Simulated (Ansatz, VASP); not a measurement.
## One calculation of BN, two programs

Contents of POSCAR:

```
BN
1.0
    2.4413919117      0.0000000000      0.0000000000
   -1.2206959559      2.1143074161      0.0000000000
    0.0000000000      0.0000000000      6.4946700000
B N
2 2
Direct
    0.3333333333      0.6666666667      0.2500000000
    0.6666666667      0.3333333333      0.7500000000
    0.3333333333      0.6666666667      0.7500000000
    0.6666666667      0.3333333333      0.2500000000
```

File INCAR.step1:

```
PREC = Accurate ; ENCUT = 520
ISMEAR = 0 ; SIGMA = 0.05
LREAL = F ; LASPH = T
NELM = 80 ; NBANDS = 16
GGA = PE ; ALGO = Normal
EDIFF = 1E-4 ; LWAVE = T
LCHARG = F
```

Contents of INCAR.step2:

```
PREC = Accurate ; ENCUT = 520
EDIFF = 1E-6 ; ISMEAR = 0
SIGMA = 0.05 ; LREAL = F
LASPH = T ; NELM = 80
ALGO = Normal ; ISIF = 2
LWAVE = F ; LCHARG = F
METAGGA = R2SCAN ; LMIXTAU = T
NBANDS = 16 ; ISTART = 1
```

The input KPOINTS:

```
Automatic mesh
0
Gamma
  12 12 4
```

Input for Ansatz:

```yaml
crystal:
  lattice:
    - [2.4413919117, 0.0, 0.0]
    - [-1.2206959559, 2.1143074161, 0.0]
    - [0.0, 0.0, 6.49467]
  atoms:
    - { symbol: B, position: [0.3333333333, 0.6666666667, 0.25] }
    - { symbol: B, position: [0.6666666667, 0.3333333333, 0.75] }
    - { symbol: "N", position: [0.3333333333, 0.6666666667, 0.75] }
    - { symbol: "N", position: [0.6666666667, 0.3333333333, 0.25] }
basis:
  ecutwfc: 500
kpoints:
  mp_grid: { grid: [12, 12, 4] }
hamiltonian:
  xc: r2scan
scf:
  occupations: { method: gaussian, width: 0.05 }
output:
  forces: true
  stress: true
  eigenvalues: true
```

Change from the starting cell: strain -0.025 along x and y, -0.025 along z, atoms carried along.

Alike in both runs: task single point; functional r2SCAN; k mesh 12 × 12 × 4; occupations gaussian, width 0.05 eV; no spin polarisation.

|  | VASP | Ansatz |
| --- | --- | --- |
| version | VASP 6.6.1 | Ansatz 0.2.0 |
| potentials or method | VASP PAW PBE potentials, release 64 (B, N), cutoff 520 eV | scalar-relativistic, plane waves, PAW |
| valence electrons in the cell | 16 | 16 |

Ansatz gave:

```
gap on the k mesh at the Fermi level (eV)                     : 4.93
least direct gap on the mesh (eV)                             : 5.40
pressure (GPa)                                                : 20.8
traceless stress, the component that is largest in VASP (GPa) : -18.98
```

What did VASP give for the same quantities?

gap on the k mesh at the Fermi level (eV): 4.97; least direct gap on the mesh (eV): 5.44; pressure (GPa): 21.3; traceless stress, the component that is largest in VASP (GPa): -19.75.

VASP's potentials were made for PBE, not for r2SCAN. The functional is the same, so the differences come from potentials, cutoffs and numerics.
